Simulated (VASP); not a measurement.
Set up this calculation in VASP 6.6.1, as the native input.

```
Task                   : single point
Functional             : PBEsol
Potentials or basis    : VASP PAW PBE potentials, release 64 (Sb)
Cutoff                 : 520 eV
k mesh                 : 11 × 11 × 1
Occupations            : fermi-dirac, width 0.1 eV
Spin                   : no spin polarisation
Dipole correction      : yes
Further INCAR settings : ALGO = Normal; EDIFF = 1e-06; NBANDS = 20
```

The structure of Sb lies in POSCAR:

```
Sb
1.0
    3.3338465348      0.0000000000      0.0000000000
    0.0000000000      3.3338465348      0.0000000000
    0.0000000000      0.0000000000     15.9599000000
Sb
5
Direct
    0.0000000000      0.0000000000      0.2193002183
    0.5000000000      0.5000000000      0.3498306073
    0.0000000000      0.0000000000      0.4999997910
    0.5000000000      0.5000000000      0.6501693156
    0.0000000000      0.0000000000      0.7806997817
```

These files were run (other wordings do the same):

INCAR

```
PREC = Accurate ; ENCUT = 520
EDIFF = 1E-6 ; ISMEAR = -1
SIGMA = 0.1 ; LREAL = F
LASPH = T ; NELM = 100
ALGO = Normal ; ISIF = 2
LWAVE = F ; LCHARG = F
LDIPOL = T ; IDIPOL = 3
DIPOL = 0.5 0.5 0.500 ; GGA = PS
NBANDS = 20
```

KPOINTS

```
Automatic mesh
0
Gamma
  11 11 1
```

Potentials or basis: VASP PAW PBE potentials, release 64 (Sb).

The run is started by

```bash
$ cat potpaw_PBE.64/Sb/POTCAR > POTCAR
$ mpirun -np 1 vasp_std > vasp.out
```

Results of the run:

```yaml
Largest_force: 0.015 eV/Å
```

Caveat: the PAW data sets were made with another functional, which shifts forces and pressure a little.

Run time: 40 s on 1 thread of Intel(R) Xeon(R) 6975P-C (Granite Rapids) (shared host), peak memory 0.3 GiB.
